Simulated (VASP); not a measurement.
Here is a VASP 6.6.1 calculation.

The input INCAR:

```
PREC = Accurate ; ENCUT = 520
EDIFF = 1E-6 ; ISMEAR = 0
SIGMA = 0.15 ; LREAL = F
LASPH = T ; NELM = 100
ALGO = Normal ; ISIF = 2
LWAVE = F ; LCHARG = T
GGA = PS ; LELF = T
LVHAR = T ; NBANDS = 34
```

The input KPOINTS:

```
Automatic mesh
0
Gamma
  10 10 14
```

The input POSCAR:

```
Hf2N
1.0
    5.4544050923      0.0000000000      0.0000000000
    0.0000000000      5.4544050923      0.0000000000
    0.0000000000      0.0000000000      3.3242724528
Hf N
4 2
Direct
    0.2954633019      0.2954633019      0.0000000000
    0.7045366981      0.7045366981      0.0000000000
    0.7954633019      0.2045366981      0.5000000000
    0.2045366981      0.7954633019      0.5000000000
    0.0000000000      0.0000000000      0.0000000000
    0.5000000000      0.5000000000      0.5000000000
```

Potentials or basis: VASP PAW PBE potentials, release 64 (Hf_pv, N).

Launch:

```bash
$ cat potpaw_PBE.64/Hf_pv/POTCAR potpaw_PBE.64/N/POTCAR > POTCAR
$ mpirun -np 1 vasp_std > vasp.out
```

Q: Estimate the largest force.

A: 0.135 eV/Å.

Q: Estimate the band gap on the k mesh.

A: Zero (band 25 reaches 6.49 eV, above the bottom of band 26 at 4.08 eV).

Q: What does it give for the pressure?

A: -16.2 GPa.

Forces on the atoms (eV/Å):
```
Hf   0.095  0.095  0.000
Hf  -0.095 -0.095  0.000
Hf   0.095 -0.095  0.000
Hf  -0.095  0.095  0.000
N    0.000  0.000  0.000
N    0.000  0.000  0.000
```

Caveat: the cell differs from its parent crystal (strain +0.030 along x and y, +0.030 along z); the PAW data sets were made with another functional, which shifts forces and pressure a little; spin-orbit coupling is left out, which moves the levels of the heavy elements.
